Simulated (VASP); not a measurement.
## CdSb2O2: single point with PBE

The system is CdSb2O2.

```xyz
5
Lattice="2.8147 1.6251 7.6543 -2.8147 1.6251 7.6543 0.0000 -3.2502 7.6543" Properties=species:S:1:pos:R:3 pbc="T T T"
Cd    0.0000    0.0000    0.0000
Sb    0.0000    0.0000    8.0202
Sb    0.0000    0.0000   14.9426
O     0.0000    0.0000    9.8658
O     0.0000    0.0000   13.0970
```

```
Program             : VASP 6.6.1
Task                : single point
Functional          : PBE
Potentials or basis : VASP PAW PBE potentials, release 64 (Cd, Sb, O)
Cutoff              : 520 eV
k mesh              : 6 × 6 × 6
Occupations         : gaussian, width 0.1 eV
Spin                : no spin polarisation
```

```
Pressure               : 0.4 GPa
Largest force          : 0.334 eV/Å
Band gap on the k mesh : zero (band 17 reaches -0.14 eV, above the bottom of band 18 at -1.08 eV)
```

Forces on the atoms (eV/Å):
```
Cd   0.000  0.000  0.000
Sb   0.000  0.000 -0.334
Sb   0.000  0.000  0.334
O    0.000  0.000  0.320
O    0.000  0.000 -0.320
```

Stress tensor (GPa, compression positive):
```
-0.03  0.00  0.00
 0.00 -0.03  0.00
 0.00  0.00  1.11
```

Levels at points of the mesh, in eV from the Fermi level:
```
           k point  band 14  band 15  band 16  band 17  band 18  band 19  band 20  band 21
(0.00, 0.00, 0.00)    -2.10    -2.10    -0.41    -0.06    -0.06     0.39     0.39     1.81
(0.50, 0.00, 0.00)    -1.82    -1.74    -1.22    -0.50     2.30     2.63     2.99     3.29
(0.50, 0.50, 0.00)    -1.76    -1.73    -1.15    -0.56     2.28     2.67     3.02     3.26
(0.50, 0.50, 0.50)    -2.06    -2.06    -0.39    -0.11    -0.11     0.41     0.41     1.50
```

Wall time 4.3 min on 1 thread of Intel(R) Xeon(R) 6975P-C (Granite Rapids) (shared host), peak memory 0.66 GiB.

Caveat: spin-orbit coupling is left out, which moves the levels of the heavy elements.
